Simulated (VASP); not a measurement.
# InRuS3 (R3m) in VASP: notebook

InRuS3 is run at these levels: PBE; tasks: single point.

Everything below comes from runs of VASP 6.6.1. Logs are shortened: lines on timing, memory, paths and dates and some standing lists are left out, and cuts for length are marked.

## (1) The cell of the first run

Symmetry: R3m, No. 160, trigonal system. Conventional cell: a = 6.650 Å, b = 6.650 Å, c = 8.166 Å, α = 90.00°, β = 90.00°, γ = 120.00°. Within 3.6 Å of In (site symmetry 3m) lie 9 S at 2.71 to 3.40 Å. Within 3.0 Å of Ru (site symmetry 3m) lie 6 S at 2.25 to 2.56 Å. Within 3.0 Å of S (site symmetry m) lie 2 Ru at 2.25 to 2.56 Å and 1 In at 2.71 Å.

## (2) Single point, PBE

INCAR

```
SYSTEM = InRuS3
ALGO     = Normal         ! electronic algorithm
EDIFF    = 1E-6           ! SCF threshold, eV
ENCUT    = 520            ! plane-wave cutoff, eV
GGA      = PE             ! functional
ISIF     = 2              ! what is computed and relaxed
ISMEAR   = 0              ! smearing method
LASPH    = .TRUE.         ! aspherical terms in the spheres
LCHARG   = .FALSE.        ! write CHGCAR
LREAL    = .FALSE.        ! projectors in reciprocal space
LWAVE    = .FALSE.        ! write WAVECAR
NBANDS   = 30             ! bands
NELM     = 80             ! most SCF steps
PREC     = Accurate       ! precision mode
SIGMA    = 0.1            ! smearing width, eV
```

KPOINTS

```
k-points
0
G
  6 6 6
  0 0 0
```

POSCAR

```
InRuS3
1.0
    3.3250938923      1.9197438538      2.7220139773
   -3.3250938923      1.9197438538      2.7220139773
    0.0000000000     -3.8394877076      2.7220139773
In Ru S
1 1 3
Direct
    0.4348626307      0.4348626307      0.4348626307
    0.9589103086      0.9589103086      0.9589103086
    0.0299976611      0.4922987384      0.0299976611
    0.4922987384      0.0299976611      0.0299976611
    0.0299976611      0.0299976611      0.4922987384
```

Potentials or basis: VASP PAW PBE potentials, release 64 (In_d, Ru_pv, S).

Launch:

```
cat potpaw_PBE.64/In_d/POTCAR potpaw_PBE.64/Ru_pv/POTCAR potpaw_PBE.64/S/POTCAR > POTCAR
mpirun -np 1 vasp_std > vasp.out
```

OUTCAR:

```text
SYSTEM = InRuS3
   EDIFF = 1E-6
   ENCUT = 520
   GGA = PE
   ISIF = 2
   ISMEAR = 0
   LASPH = .TRUE.
   LREAL = .FALSE.
   NELM = 80
   PREC = Accurate

 ion  position               nearest neighbor table
   1  0.435  0.435  0.435-   5 2.71   4 2.71   3 2.71   4 3.40   3 3.40   4 3.40   3 3.40   5 3.40
                             5 3.40
   2  0.959  0.959  0.959-   5 2.25   4 2.25   3 2.25   5 2.56   4 2.56   3 2.56
   3  0.030  0.492  0.030-   2 2.25   2 2.56   1 2.71   1 3.40   1 3.40
   4  0.492  0.030  0.030-   2 2.25   2 2.56   1 2.71   1 3.40   1 3.40
   5  0.030  0.030  0.492-   2 2.25   2 2.56   1 2.71   1 3.40   1 3.40

  LATTYP: Found a trigonal (rhomboedric) cell.
 ALAT       =     4.7064876447
 COS(alpha) =     0.0017392948

  Lattice vectors:

 A1 = (   3.3250938923,   1.9197438538,   2.7220139773)
 A2 = (  -3.3250938923,   1.9197438538,   2.7220139773)
 A3 = (   0.0000000000,  -3.8394877076,   2.7220139773)

Analysis of symmetry for initial positions (statically):
=====================================================================
 Subroutine PRICEL returns:
 Original cell was already a primitive cell.

 Routine SETGRP: Setting up the symmetry group for a
 trigonal (rhombohedral) supercell.

 Subroutine GETGRP returns: Found  6 space group operations
 (whereof  6 operations were pure point group operations)
 out of a pool of 12 trial point group operations.

The static configuration has the point symmetry C_3v.

Analysis of symmetry for dynamics (positions and initial velocities):
=====================================================================
 Subroutine PRICEL returns:
 Original cell was already a primitive cell.

 Routine SETGRP: Setting up the symmetry group for a
 trigonal (rhombohedral) supercell.

 Subroutine GETGRP returns: Found  6 space group operations
 (whereof  6 operations were pure point group operations)
 out of a pool of 12 trial point group operations.

The dynamic configuration has the point symmetry C_3v.

 Subroutine INISYM returns: Found  6 space group operations
 (whereof  6 operations are pure point group operations),
 and found     1 'primitive' translations

----------------------------------------------------------------------------------------

                                     Primitive cell

  volume of cell :     104.2531

  direct lattice vectors                    reciprocal lattice vectors
     3.325093892  1.919743854  2.722013977     0.150371694  0.086817138  0.122458347
    -3.325093892  1.919743854  2.722013977    -0.150371694  0.086817138  0.122458347
     0.000000000 -3.839487708  2.722013977     0.000000000 -0.173634276  0.122458347

  length of vectors
     4.706487645  4.706487645  4.706487645     0.212473312  0.212473312  0.212473312

  position of ions in fractional coordinates (direct lattice)
     0.434862631  0.434862631  0.434862631
     0.958910309  0.958910309  0.958910309
     0.029997661  0.492298738  0.029997661
     0.492298738  0.029997661  0.029997661
     0.029997661  0.029997661  0.492298738

  ion indices of the primitive-cell ions
   primitive index   ion index
                 1           1
                 2           2
                 3           3
                 4           4
                 5           5

----------------------------------------------------------------------------------------

 KPOINTS: k-points

Automatic generation of k-mesh.
 Grid dimensions read from file:
 generate k-points for:    6    6    6

 Generating k-lattice:

  Cartesian coordinates                     Fractional coordinates (reciprocal lattice)
     0.025061949  0.014469523  0.020409725     0.166666667 -0.000000000 -0.000000000
    -0.025061949  0.014469523  0.020409725    -0.000000000  0.166666667 -0.000000000
     0.000000000 -0.028939046  0.020409725    -0.000000000 -0.000000000  0.166666667

  Length of vectors
     0.035412219  0.035412219  0.035412219

  Shift w.r.t. Gamma in fractional coordinates (k-lattice)
     0.000000000  0.000000000  0.000000000

 Subroutine IBZKPT returns following result:
 ===========================================

 Found     32 irreducible k-points:

 Following reciprocal coordinates:
            Coordinates               Weight
  0.000000  0.000000  0.000000      1.000000
  0.166667  0.000000  0.000000      6.000000
  0.333333 -0.000000  0.000000      6.000000
  0.500000 -0.000000  0.000000      3.000000
  0.166667  0.166667  0.000000      6.000000
  0.333333  0.166667  0.000000     12.000000
[... 16 lines left out ...]
  0.500000  0.500000  0.166667      6.000000
 -0.333333  0.500000  0.166667     12.000000
 [... further k-points ...]
   k-points           NKPTS =     32   k-points in BZ     NKDIM =     32   number of bands    NBANDS=     30
   number of dos      NEDOS =    301   number of ions     NIONS =      5
   total plane-waves  NPLWV =  46656
   dimension x,y,z NGX =    36 NGY =   36 NGZ =   36
   dimension x,y,z NGXF=    72 NGYF=   72 NGZF=   72
   ions per type =               1   1   3
   NGX,Y,Z   is equivalent  to a cutoff of  12.72, 12.72, 12.72 a.u.
   NGXF,Y,Z  is equivalent  to a cutoff of  25.43, 25.43, 25.43 a.u.
 SYSTEM =  InRuS3
   PREC   = accura    normal or accurate (medium, high low for compatibility)
   ISTART =      0    job   : 0-new  1-cont  2-samecut
   ICHARG =      2    charge: 1-file 2-atom 10-const
   ISPIN  =      1    spin polarized calculation?
   LNONCOLLINEAR =      F non collinear calculations
   LSORBIT =      F    spin-orbit coupling
   LASPH  =      T    aspherical Exc in radial PAW
   ENCUT  =  520.0 eV  38.22 Ry    6.18 a.u.   8.75  8.75  8.75*2*pi/ulx,y,z
   NELM   =     80;   NELMIN=  2; NELMDL= -5     # of ELM steps
   EDIFF  = 0.1E-05   stopping-criterion for ELM
   LREAL  =      F    real-space projection
   EDIFFG = 0.1E-04   stopping-criterion for IOM
   NSW    =      0    number of steps for IOM
   IBRION =     -1    ionic relax: 0-MD 1-quasi-New 2-CG
   NFREE  =      0    steps in history (QN), initial steepest desc. (CG)
   ISIF   =      2    stress and relaxation
   ISYM   =      2    0-nonsym 1-usesym 2-fastsym
   POTIM  = 0.5000    time-step for ionic-motion
   TEBEG  =    0.0;   TEEND  =   0.0 temperature during run
   PSTRESS=    0.0 pullay stress
   NELECT =      45.0000    total number of electrons
   NUPDOWN=      -1.0000    fix difference up-down
   EMIN   =  10.00;   EMAX   =-10.00  energy-range for DOS
   EFERMI =   0.00;   METHOD = LEGACY
   ISMEAR =     0;   SIGMA  =   0.10  broadening in eV -4-tet -1-fermi 0-gaus
   EFERMI_NEDOS =   21; number of points for ismear=-14 and -15
   IALGO  =     38    algorithm
   IMIX   =      4    mixing-type and parameters
     AMIX     =   0.40;   BMIX     =  1.00
     AMIX_MAG =   1.60;   BMIX_MAG =  1.00
  volume/ion in A,a.u.               =      20.85       140.71
  Fermi-wavevector in a.u.,A,eV,Ry     =   1.237227  2.338020 20.826856  1.530731
  Thomas-Fermi vector in A             =   2.371803
   LORBIT       =      0    0 simple, 1 ext, 2 COOP (PROOUT), +10 PAW based schemes
   GGA     = PE    functional components
   LHFCALC =     F    Hartree Fock is set to
   AEXX    =    0.0000 exact exchange contribution
   IVDW    =     0    specifies the selected vdW correction
   LEPSILON=     F    determine dielectric tensor
   LRPA    =     F    only Hartree local field effects (RPA)
 non-spin polarized calculation
 Gauss-broadening in eV      SIGMA  =   0.10
  energy-cutoff  :      520.00
  volume of cell :      104.25
 maximum number of plane-waves:      2831
   NGX = 17   NGY = 17   NGZ = 17

 number of electron      44.9999992 magnetization

 Free energy of the ion-electron system (eV)
  ---------------------------------------------------
  ext. energy  EPLUGINS =         0.00000000
  ---------------------------------------------------
  free energy    TOTEN  =       -24.05942933 eV

  energy without entropy =      -24.03577463  energy(sigma->0) =      -24.04760198

 E-fermi :   5.8473     XC(G=0): -10.1709

 val. band max:        5.8429157611   @ k =   0.5000   0.3333   0.3333
 cond. band min:       5.8528386712   @ k =  -0.3333   0.5000   0.3333
 fundamental gap:      0.0099229101
 Fermi energy:         5.8473420338

 k-point     1 :       0.0000    0.0000    0.0000
  band No.  band energies     occupation
      1     -37.2650      2.00000
      2     -37.2650      2.00000
      3     -37.0208      2.00000
      4      -8.3839      2.00000
      5      -8.2428      2.00000
      6      -8.2428      2.00000
[... 22 lines left out ...]
     29      10.9579      0.00000
     30      12.1627      0.00000

 k-point     2 :       0.1667    0.0000    0.0000
  band No.  band energies     occupation
      1     -37.2654      2.00000
      2     -37.2650      2.00000
      3     -37.0210      2.00000
      4      -8.3296      2.00000
      5      -8.2451      2.00000
      6      -8.2382      2.00000
[... 22 lines left out ...]
     29      11.3714      0.00000
     30      12.0344      0.00000

 k-point     3 :       0.3333   -0.0000    0.0000
  band No.  band energies     occupation
      1     -37.2660      2.00000
      2     -37.2650      2.00000
      3     -37.0213      2.00000
      4      -8.2722      2.00000
      5      -8.2506      2.00000
      6      -8.2239      2.00000
[... 22 lines left out ...]
     29      11.1420      0.00000
     30      12.7175      0.00000

 k-point     4 :       0.5000   -0.0000    0.0000
  band No.  band energies     occupation
      1     -37.2663      2.00000
      2     -37.2650      2.00000
      3     -37.0214      2.00000
      4      -8.2625      2.00000
      5      -8.2537      2.00000
      6      -8.2156      2.00000
[... 616 lines left out ...]
     29      11.5538      0.00000
     30      12.8401      0.00000

 k-point    23 :       0.5000    0.5000    0.1667
  band No.  band energies     occupation
      1     -37.2669      2.00000
      2     -37.2659      2.00000
      3     -37.0221      2.00000
      4      -8.3187      2.00000
      5      -8.2593      2.00000
      6      -8.2217      2.00000
[... 22 lines left out ...]
     29      11.5920      0.00000
     30      13.4119      0.00000

 k-point    24 :      -0.3333    0.5000    0.1667
  band No.  band energies     occupation
      1     -37.2667      2.00000
      2     -37.2658      2.00000
      3     -37.0220      2.00000
      4      -8.3108      2.00000
      5      -8.2588      2.00000
      6      -8.2208      2.00000
[... 22 lines left out ...]
     29      11.5797      0.00000
     30      13.5621      0.00000

 [... further k-points ...]
[... 5 lines left out ...]
  --------------------------------------------------------------------------------------
  -------------------------------------------------------------------------------------
  Total       -0.1914888     -0.1914888     -0.0132876      0.0000000      0.0000000     -0.0000000
  in kB       -2.9428293     -2.9428293     -0.2042057      0.0000000      0.0000000     -0.0000000
  external PRESSURE =      -2.0299548 kB  Pullay stress =       0.0000000 kB

 VOLUME and BASIS-vectors are now :
 -----------------------------------------------------------------------------
  energy-cutoff  :      520.00
  volume of cell :      104.25
      direct lattice vectors                 reciprocal lattice vectors
     3.325093892  1.919743854  2.722013977     0.150371694  0.086817138  0.122458347
    -3.325093892  1.919743854  2.722013977    -0.150371694  0.086817138  0.122458347
     0.000000000 -3.839487708  2.722013977     0.000000000 -0.173634276  0.122458347

 POSITION                                       TOTAL-FORCE (eV/Angst)
 -----------------------------------------------------------------------------------
      0.00000      0.00000      3.55111         0.000000      0.000000     -0.020395
      0.00000      0.00000      7.83050         0.000000     -0.000000      0.019529
     -1.53719      0.88750      1.50335        -0.002581      0.001490      0.000289
      1.53719      0.88750      1.50335         0.002581      0.001490      0.000289
      0.00000     -1.77500      1.50335         0.000000     -0.002980      0.000289
 -----------------------------------------------------------------------------------
    total drift:                                0.000000     -0.000002     -0.001545

  FREE ENERGIE OF THE ION-ELECTRON SYSTEM (eV)
  ---------------------------------------------------
  free  energy   TOTEN  =       -24.0594293263 eV

  energy  without entropy=      -24.0357746305  energy(sigma->0) =      -24.04760198
```

Run time: 46 s. Hardware: 1 thread of Intel Xeon Platinum 8559C (Emerald Rapids), shared host; peak memory 0.25 GiB.

Results:

```
Free energy   : -24.0594 eV
Pressure      : -0.2 GPa
Largest force : 0.020 eV/Å
```

Forces on the atoms (eV/Å):
```
In   0.000  0.000 -0.020
Ru   0.000  0.000  0.020
S   -0.003  0.001  0.000
S    0.003  0.001  0.000
S    0.000 -0.003  0.000
```

Caveat: spin-orbit coupling is left out, which moves the levels of the heavy elements.

## (3) Single point, PBE, collinear spin, ferromagnetic start

This run uses another cell than the first one, of 18.30 Å³/atom, 0.878 times its volume.

INCAR

```
  PREC = Accurate
  ENCUT = 520
  EDIFF = 1E-6
  ISMEAR = 0
  SIGMA = 0.1
  LREAL = False
  LASPH = True
  NELM = 150
  ALGO = Normal
  ISIF = 2
  LWAVE = False
  LCHARG = True
  ISPIN = 2
  MAGMOM = 0 1 0 0 0
  LORBIT = 11
  LMAXMIX = 4
  GGA = PE
  LELF = True
  LVHAR = True
  NBANDS = 34
```

KPOINTS

```
regular mesh
0
Gamma
  4 4 4
```

POSCAR

```
InRuS3
1.0
    3.1862982200      1.8396101400      2.6016016000
   -3.1862982200      1.8396101400      2.6016016000
    0.0000000000     -3.6792202700      2.6016016000
In Ru S
1 1 3
Direct
    0.4730335000      0.4730335000      0.4730335000
    0.9730335000      0.9730335000      0.9730335000
    0.0000000000      0.5000000000      0.0000000000
    0.5000000000      0.0000000000      0.0000000000
    0.0000000000      0.0000000000      0.5000000000
```

Potentials or basis: VASP PAW PBE potentials, release 64 (In_d, Ru_pv, S).

Launch:

```
cat potpaw_PBE.64/In_d/POTCAR potpaw_PBE.64/Ru_pv/POTCAR potpaw_PBE.64/S/POTCAR > POTCAR
mpirun -np 1 vasp_std > vasp.out
```

Wall time 57 s (1 thread of Intel Xeon Platinum 8559C (Emerald Rapids), shared host); peak memory 0.27 GiB.

It converged, with:

```yaml
Free_energy: -22.9905 eV
Pressure: 14.2 GPa
Largest_force: 1.576 eV/Å
Net_moment: 0.00 μB per cell
Valence_electrons_inside_the_program's_atomic_spheres: In 11.16; Ru 12.92; S 3.71
```

Forces on the atoms (eV/Å):
```
In   0.000  0.000 -0.429
Ru   0.000  0.000  0.851
S    1.359 -0.785 -0.141
S   -1.359 -0.785 -0.141
S    0.000  1.570 -0.141
```

Stress tensor (GPa, compression positive):
```
13.89  0.00  0.00
 0.00 13.89  0.00
 0.00  0.00 14.69
```

Levels at points of the mesh, in eV from the Fermi level:
Spin up:
| k point | band 21 | band 22 | band 23 | band 24 | band 25 | band 26 |
| --- | --- | --- | --- | --- | --- | --- |
| (0.00, 0.00, 0.00) | -1.76 | -1.04 | -1.04 | -0.41 | 0.09 | 0.09 |
| (0.50, 0.00, 0.00) | -0.60 | -0.02 | 0.13 | 0.25 | 0.52 | 1.24 |
| (0.50, 0.50, 0.00) | 0.01 | 0.35 | 0.42 | 0.45 | 1.11 | 2.58 |
| (0.50, 0.50, 0.50) | -0.43 | 0.02 | 0.02 | 0.04 | 5.50 | 5.50 |
Spin down:
```csv
k point,band 19,band 20,band 21,band 22,band 23,band 24,band 25,band 26,band 27,band 28
"(0.00, 0.00, 0.00)",-2.11,-2.11,-1.76,-1.04,-1.04,-0.41,0.09,0.09,5.33,5.33
"(0.50, 0.00, 0.00)",-2.52,-1.71,-0.60,-0.02,0.13,0.25,0.52,1.24,3.19,4.50
"(0.50, 0.50, 0.00)",-3.21,-2.16,0.01,0.35,0.42,0.45,1.11,2.58,4.91,5.00
"(0.50, 0.50, 0.50)",-0.44,-0.44,-0.43,0.02,0.02,0.04,5.50,5.50,6.70,6.94
```

Caveat: spin-orbit coupling is left out, which moves the levels of the heavy elements; forces of over 1 eV/Å act on the atoms, so gaps and moduli don't describe the material at rest.
